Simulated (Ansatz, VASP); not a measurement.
One calculation of Ag, two programs

POSCAR

```
Ag
1.0
    2.8888850000      0.0000000000      0.0000000000
    1.4444425000      2.5018477986      0.0000000000
    1.4444425000      0.8339492662      2.3587647252
Ag
1
Direct
    0.0000000000      0.0000000000      0.0000000000
```

The input INCAR.step1:

```
PREC     = Accurate       # precision mode
ENCUT    = 600            # plane-wave cutoff, eV
ISMEAR   = 1              # smearing method
SIGMA    = 0.05           # smearing width, eV
LREAL    = F              # projectors in reciprocal space
LASPH    = T              # aspherical terms in the spheres
NELM     = 80             # most SCF steps
GGA      = PE             # functional
ALGO     = Normal         # electronic algorithm
EDIFF    = 1E-4           # SCF threshold, eV
LWAVE    = T              # write WAVECAR
LCHARG   = F              # write CHGCAR
```

File INCAR.step2:

```
PREC     = Accurate       # precision mode
ENCUT    = 600            # plane-wave cutoff, eV
EDIFF    = 1E-6           # SCF threshold, eV
ISMEAR   = 1              # smearing method
SIGMA    = 0.05           # smearing width, eV
LREAL    = F              # projectors in reciprocal space
LASPH    = T              # aspherical terms in the spheres
NELM     = 80             # most SCF steps
ALGO     = Normal         # electronic algorithm
ISIF     = 3              # what is computed and relaxed
LWAVE    = F              # write WAVECAR
LCHARG   = F              # write CHGCAR
METAGGA  = R2SCAN         # meta-GGA
LMIXTAU  = T            
IBRION   = 2              # ionic algorithm
NSW      = 100            # ionic steps
EDIFFG   = -0.01          # ionic threshold
ISTART   = 1
```

Contents of KPOINTS:

```
Automatic mesh
0
Gamma
  13 13 13
```

Input for Ansatz:

```yaml
crystal:
  lattice:
    a: 2.888885
    b: 2.888885
    c: 2.888885
    alpha: 60.0
    beta: 60.0
    gamma: 60.0
  atoms:
    - { symbol: Ag, position: [0.0, 0.0, 0.0] }
kpoints:
  mp_grid:
    grid: [13, 13, 13]
hamiltonian:
  xc: r2scan
  dispersion: none
scf:
  occupations:
    method: cold
    width: 0.05
relax:
  f_tol: 0.01
  max_steps: 100
  cell: {}
```

Alike in both runs: task relaxation of cell and atoms; functional r2SCAN; k mesh 13 × 13 × 13; no spin polarisation.

|  | VASP | Ansatz |
| --- | --- | --- |
| version | VASP 6.6.1 | Ansatz 0.2.0 |
| potentials or method | VASP PAW PBE potentials, release 64 (Ag) | plane waves, PAW |
| plane-wave cutoff (eV) | 600 | 500 |
| occupations | methfessel-paxton of order 1, width 0.05 eV | cold, width 0.05 eV |
| valence electrons in the cell | 11 | 19 |

|  | VASP | Ansatz | Ansatz less VASP |
| --- | --- | --- | --- |
| relaxed volume (Å³/atom) | 17.26 | 17.24 | -0.019 |
| relaxed cell length with the largest relative difference (Å) | 2.901 | 2.900 | -0.0011 |

VASP's potentials were made for PBE, not for r2SCAN. VASP's potentials hold 11 valence electrons a cell and Ansatz's 19, so a difference there can come from the potentials and not from the codes.
